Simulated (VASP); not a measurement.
Wanted: the native input for a VASP 6.6.1 run.

| Item | Value |
| --- | --- |
| Task | single point |
| Functional | PBEsol |
| Potentials or basis | VASP PAW PBE potentials, release 64 (Os) |
| Cutoff | 520 eV |
| k mesh | 15 × 15 × 15 |
| Occupations | gaussian, width 0.1 eV |
| Spin | no spin polarisation |
| Dipole correction | no |
| Further INCAR settings | ALGO = Normal; EDIFF = 1e-07; NBANDS = 10 |

The structure of Os lies in POSCAR:

```
Os
1.0
    0.1556000000      2.1116476000      2.1116476000
    2.1116476000      0.1556000000      2.1116476000
    2.1116476000      2.1116476000      0.1556000000
Os
1
Direct
    0.0000000000      0.0000000000      0.0000000000
```

This cell differs from its parent crystal: strained.

One way to write it, as run:

INCAR

```
ALGO = Normal ; EDIFF = 1E-7
ENCUT = 520 ; GGA = PS
ISIF = 2 ; ISMEAR = 0
LASPH = True ; LCHARG = True
LELF = True ; LREAL = False
LVHAR = True ; LWAVE = False
NBANDS = 10 ; NELM = 60
PREC = Accurate ; SIGMA = 0.1
```

KPOINTS

```
k-points
0
Gamma
  15 15 15
```

Potentials or basis: VASP PAW PBE potentials, release 64 (Os).

Launch:

```bash
$ cat potpaw_PBE.64/Os/POTCAR > POTCAR
$ mpirun -np 1 vasp_std > vasp.out
```

Results of the run:

```yaml
Pressure: -45.7 GPa
Band_gap_on_the_k_mesh: zero (bands 4 and 5 overlap by 2.83 eV)
```

Caveat: the cell differs from its parent crystal (strained); the cell stands under tension; the PAW data sets were made with another functional, which shifts forces and pressure a little; spin-orbit coupling is left out, which moves the levels of the heavy elements.

Wall time 50 s on 1 thread of AMD EPYC 7R13 Processor (Zen 3), on a shared host, peak memory 0.16 GiB.
